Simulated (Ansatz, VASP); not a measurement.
## BeS: VASP beside Ansatz

POSCAR

```
BeS
1.0
    3.4621570814      0.0000000000      0.0000000000
   -1.7310785407      2.9983159844      0.0000000000
    0.0000000000      0.0000000000      6.9924280704
Be S
2 2
Direct
    0.3333333333      0.6666666667      0.2500000000
    0.6666666667      0.3333333333      0.7500000000
    0.6666666667      0.3333333333      0.2500000000
    0.3333333333      0.6666666667      0.7500000000
```

The input INCAR.step1:

```
SYSTEM = BeS
PREC = Accurate
ENCUT = 520
EDIFF = 1E-5
ISMEAR = 0
SIGMA = 0.01
LREAL = .False.
LASPH = .True.
NELM = 100
ALGO = Normal
ISIF = 2
LWAVE = .True.
LCHARG = .False.
NBANDS = 16
GGA = PE
```

The input INCAR.step2:

```
SYSTEM = BeS
PREC = Accurate
ENCUT = 520
EDIFF = 1E-6
ISMEAR = 0
SIGMA = 0.01
LREAL = .False.
LASPH = .True.
NELM = 100
ALGO = Normal
ISIF = 2
LWAVE = .False.
LCHARG = .False.
GGA = PE
LHFCALC = .True.
HFSCREEN = 0.2079
PRECFOCK = Normal
NBANDS = 16
ISTART = 1
```

The input KPOINTS:

```
regular mesh
0
Gamma
  6 6 4
  0 0 0
```

Input for Ansatz:

```yaml
crystal:
  lattice:
    - [3.4621570814, 0.0, 0.0]
    - [-1.7310785407, 2.9983159844, 0.0]
    - [0.0, 0.0, 6.9924280704]
  atoms:
    - { symbol: Be, position: [0.3333333333, 0.6666666667, 0.25] }
    - { symbol: Be, position: [0.6666666667, 0.3333333333, 0.75] }
    - { symbol: S, position: [0.6666666667, 0.3333333333, 0.25] }
    - { symbol: S, position: [0.3333333333, 0.6666666667, 0.75] }
kpoints:
  mp_grid: { grid: [6, 6, 4] }
  band_path:
    path:
      - [0.0, 0.0, 0.0]
      - [0.5, 0.0, 0.0]
      - [0.3333333333, 0.3333333333, 0.0]
      - [0.0, 0.0, 0.5]
      - [0.5, 0.0, 0.5]
      - [0.3333333333, 0.3333333333, 0.5]
      - [0.223958, 0.223958, 0.0]
      - [0.0, -0.5, 0.320313]
      - [0.0, -0.5, 0.25]
    npoints: 1
hamiltonian:
  xc: hse06
scf:
  occupations: { method: fixed }
  n_extra_bands: 5
output:
  forces: true
  stress: true
  eigenvalues: true
```

Alike in both runs: task single point; functional HSE06; k mesh 6 × 6 × 4; no spin polarisation.

|  | VASP | Ansatz |
| --- | --- | --- |
| version | VASP 6.6.1 | Ansatz 0.2.0 |
| potentials or method | VASP PAW PBE potentials, release 64 (Be, S) | plane waves, PAW |
| plane-wave cutoff (eV) | 520 | 420 |
| occupations | gaussian, width 0.01 eV | fixed |
| valence electrons in the cell | 16 | 16 |

Ansatz gave:

```
gap on the k mesh at the Fermi level (eV)                     : 5.04
pressure (GPa)                                                : -0.4
traceless stress, the component that is largest in VASP (GPa) : 0.70
```

**Question.** Estimate VASP's values.

**Answer.** gap on the k mesh at the Fermi level (eV): 5.04; pressure (GPa): -0.5; traceless stress, the component that is largest in VASP (GPa): 0.76.

Ansatz's warnings: stress exchange threshold loose, stress scf threshold loose.
